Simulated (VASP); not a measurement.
The system is TePb.

```
CELL_PARAMETERS angstrom
0.00000 3.23100 3.23100
3.23100 0.00000 3.23100
3.23100 3.23100 0.00000
ATOMIC_POSITIONS crystal
Te 0.50000 0.50000 0.50000
Pb 0.00000 0.00000 0.00000
```

| Item | Value |
| --- | --- |
| Program | VASP 6.6.1 |
| Task | relaxation of cell and atoms |
| Functional | LDA |
| Potentials or basis | VASP PAW LDA potentials, release 64 (Te, Pb_d) |
| Cutoff | 600 eV |
| k mesh | 14 × 14 × 14 |
| Occupations | fermi-dirac, width 0.1 eV |
| Spin | no spin polarisation |

At the start: pressure -1.6 GPa; volume 33.73 Å³/atom.

How do energy, volume and symmetry change on relaxing?

Over 3 steps the energy falls by 6.3 meV/atom and the volume is 32.54 Å³/atom (-3.5 %); space group Fm-3m (No. 225, to 0.1 Å) before and after.

Step by step:
| step | energy change (eV) | largest force (eV/Å) | pressure (GPa) | volume (Å³) |
| --- | --- | --- | --- | --- |
| 1 | 0.0000 | 0.0000 | -1.63 | 67.46 |
| 2 | -0.0105 | 0.0000 | 0.71 | 64.17 |
| 3 | -0.0125 | 0.0000 | -0.01 | 65.07 |

Final structure:
```yaml
crystal:
  lattice:
    - [0.00000, 3.19244, 3.19244]
    - [3.19244, 0.00000, 3.19244]
    - [3.19244, 3.19244, 0.00000]
  atoms:
    - { symbol: Te, position: [0.50000, 0.50000, 0.50000] }
    - { symbol: Pb, position: [0.00000, 0.00000, 0.00000] }
```
